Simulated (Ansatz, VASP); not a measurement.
# One calculation of BeTe, two programs

POSCAR

```
BeTe
1.0
    0.0000000000      2.8286228801      2.8286228801
    2.8286228801      0.0000000000      2.8286228801
    2.8286228801      2.8286228801      0.0000000000
Be Te
1 1
Direct
    0.0000000000      0.0000000000      0.0000000000
    0.2500000000      0.2500000000      0.2500000000
```

The input INCAR.step1:

```
SYSTEM = BeTe
  ALGO = Normal
  EDIFF = 1E-5
  ENCUT = 520
  GGA = PE
  ISIF = 2
  ISMEAR = 0
  LASPH = .TRUE.
  LCHARG = .FALSE.
  LREAL = .FALSE.
  LWAVE = .TRUE.
  NBANDS = 11
  NELM = 80
  PREC = Accurate
  SIGMA = 0.01
```

Contents of INCAR.step2:

```
SYSTEM = BeTe
  AEXX = 0.3
  ALGO = Normal
  EDIFF = 1E-7
  ENCUT = 520
  GGA = PE
  HFSCREEN = 0.5
  ISIF = 2
  ISMEAR = 0
  ISTART = 1
  LASPH = .TRUE.
  LCHARG = .FALSE.
  LHFCALC = .TRUE.
  LREAL = .FALSE.
  LWAVE = .FALSE.
  NBANDS = 11
  NELM = 80
  PREC = Accurate
  PRECFOCK = Normal
  SIGMA = 0.01
```

Contents of KPOINTS:

```
k-points
0
G
  4 4 4
  0 0 0
```

Input for Ansatz:

```yaml
crystal:
  lattice:
    - [0.0, 2.8286228801, 2.8286228801]
    - [2.8286228801, 0.0, 2.8286228801]
    - [2.8286228801, 2.8286228801, 0.0]
  atoms:
    - { symbol: Be, position: [0.0, 0.0, 0.0] }
    - { symbol: Te, position: [0.25, 0.25, 0.25] }
kpoints:
  mp_grid: { grid: [4, 4, 4] }
hamiltonian:
  xc: { exchange: pbe, correlation: pbe, exx: { coeff: 0.3, omega: 0.5 } }
scf:
  occupations: { method: fixed }
  n_extra_bands: 4
output:
  forces: true
  stress: true
  eigenvalues: true
```

Alike in both runs: task single point; functional PBE-based screened hybrid; k mesh 4 × 4 × 4; no spin polarisation.

|  | VASP | Ansatz |
| --- | --- | --- |
| version | VASP 6.6.1 | Ansatz 0.2.0 |
| potentials or method | VASP PAW PBE potentials, release 64 (Be, Te) | plane waves |
| plane-wave cutoff (eV) | 520 | 420 |
| occupations | gaussian, width 0.01 eV | fixed |
| valence electrons in the cell | 8 | 18 |

|  | VASP | Ansatz | Ansatz less VASP |
| --- | --- | --- | --- |
| gap on the k mesh at the Fermi level (eV) | 2.34 | 2.38 | +0.031 |
| pressure (GPa) | -0.2 | -0.1 | +0.07 |

VASP's potentials were made for PBE, not for PBE-based screened hybrid. VASP's potentials hold 8 valence electrons a cell and Ansatz's 18, so a difference there can come from the potentials and not from the codes. Ansatz's warnings: stress exchange threshold loose, stress scf threshold loose.

The k mesh is coarse, so the values compare programs but aren't converged. Neither program's run includes spin-orbit coupling.
